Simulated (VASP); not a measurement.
The system is Ti3C.

```
CELL_PARAMETERS angstrom
-1.46000 2.06500 4.38000
1.46000 -2.06500 4.38000
1.46000 2.06500 -4.38000
ATOMIC_POSITIONS crystal
Ti 0.50000 0.00000 0.50000
Ti 0.83300 0.33300 0.50000
Ti 0.16700 0.66700 0.50000
C 0.00000 0.00000 0.00000
```

* Program: VASP 6.6.1
* Task: relaxation of cell and atoms
* Functional: PBE
* Potentials or basis: VASP PAW PBE potentials, release 64 (Ti_sv, C)
* Cutoff: 600 eV
* k mesh: 8 × 8 × 8
* Occupations: gaussian, width 0.2 eV
* Spin: no spin polarisation

At the start: pressure 15.4 GPa; volume 13.21 Å³/atom.

How do energy, volume and symmetry change on relaxing?

Over 7 steps the energy falls by 78.5 meV/atom and the volume is 14.64 Å³/atom (+10.9 %); space group Immm (No. 71, to 0.1 Å) before and after.

The path:
```tsv
step	energy change (eV)	largest force (eV/Å)	pressure (GPa)	volume (Å³)
1	0.0000	0.5798	15.39	52.82
2	-0.0576	1.2051	-11.87	63.11
3	-0.2461	0.9408	-1.24	58.02
4	-0.2986	0.1669	-0.07	58.28
5	-0.2997	0.0288	0.16	58.32
6	-0.3124	0.0105	0.17	58.48
7	-0.3139	0.0012	0.22	58.55
```

Final structure:
```
Ti C
1.0
    -1.54121    2.09533    4.53305
     1.54121   -2.09533    4.53305
     1.54121    2.09533   -4.53305
Ti C
3 1
Direct
  0.50000 0.00000 0.50000
  0.84214 0.34214 0.50000
  0.15786 0.65786 0.50000
  0.00000 0.00000 0.00000
```
